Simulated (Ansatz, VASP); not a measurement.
# RbBr in VASP and in Ansatz

```
Rb Br
1.0
     4.19396    0.00214    0.00553
     0.00214    4.19243   -0.00129
     0.00553   -0.00129    4.20029
Rb Br
1 1
Direct
  0.00050 0.99977 0.00045
  0.49950 0.50023 0.49955
```

Change from the starting cell: atom 2 moved 1.20 Å; relaxed back.

Alike in both runs: functional PBE; k mesh 6 × 6 × 6; occupations gaussian, width 0.05 eV; no spin polarisation.

Ansatz relaxed the structure, and its values are those at the end. VASP's run is a single point on that final structure, the one shown.

|  | VASP | Ansatz |
| --- | --- | --- |
| version | VASP 6.6.1 | Ansatz 0.2.0 |
| potentials or method | VASP PAW PBE potentials, release 64 (Rb_sv, Br), cutoff 520 eV | scalar-relativistic, plane waves, PAW |
| valence electrons in the cell | 16 | 16 |

```csv
,VASP,Ansatz,Ansatz less VASP
gap on the k mesh at the Fermi level (eV),3.92,3.92,+0.001
least direct gap on the mesh (eV),4.07,4.07,0.000
pressure (GPa),0.0,0.0,-0.03
```
